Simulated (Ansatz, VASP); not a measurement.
NaH: VASP beside Ansatz

File INCAR:

```
SYSTEM = NaH
ALGO     = Normal         ! electronic algorithm
EDIFF    = 1E-6           ! SCF threshold, eV
ENCUT    = 520            ! plane-wave cutoff, eV
GGA      = PE             ! functional
ISIF     = 2              ! what is computed and relaxed
ISMEAR   = 0              ! smearing method
LASPH    = .TRUE.         ! aspherical terms in the spheres
LCHARG   = .FALSE.        ! write CHGCAR
LREAL    = .FALSE.        ! projectors in reciprocal space
LWAVE    = .FALSE.        ! write WAVECAR
NBANDS   = 11             ! bands
NELM     = 100            ! most SCF steps
PREC     = Accurate       ! precision mode
SIGMA    = 0.01           ! smearing width, eV
```

File KPOINTS:

```
k-points
0
G
  6 6 6
  0 0 0
```

File POSCAR:

```
NaH
1.0
    2.9746949280      0.0000000000      0.0000000000
    0.0000000000      2.9746949280      0.0000000000
    0.0000000000      0.0000000000      2.9746949280
Na H
1 1
Direct
    0.0000000000      0.0000000000      0.0000000000
    0.5000000000      0.5000000000      0.5000000000
```

Input for Ansatz:

```yaml
crystal:
  lattice:
    - [2.9746949279661195, 0.0, 0.0]
    - [0.0, 2.9746949279661195, 0.0]
    - [0.0, 0.0, 2.9746949279661195]
  atoms:
    - { symbol: Na, position: [0.0, 0.0, 0.0] }
    - { symbol: H, position: [0.5, 0.5, 0.5] }
basis:
  ecutwfc: 510.0
kpoints:
  mp_grid:
    grid: [6, 6, 6]
hamiltonian:
  xc: pbe
scf:
  occupations:
    method: fixed
output:
  stress: true
```

Alike in both runs: task single point; functional PBE; k mesh 6 × 6 × 6; no spin polarisation.

|  | VASP | Ansatz |
| --- | --- | --- |
| version | VASP 6.6.1 | Ansatz 0.2.0 |
| potentials or method | VASP PAW PBE potentials, release 64 (Na_pv, H), cutoff 520 eV | plane waves, PAW |
| occupations | gaussian, width 0.01 eV | fixed |
| valence electrons in the cell | 8 | 10 |

Ansatz gave:

- pressure (GPa): -0.2

Task: Estimate VASP's values.

Result: Pressure (GPa): -0.3.

VASP's potentials hold 8 valence electrons a cell and Ansatz's 10, so a difference there can come from the potentials and not from the codes.
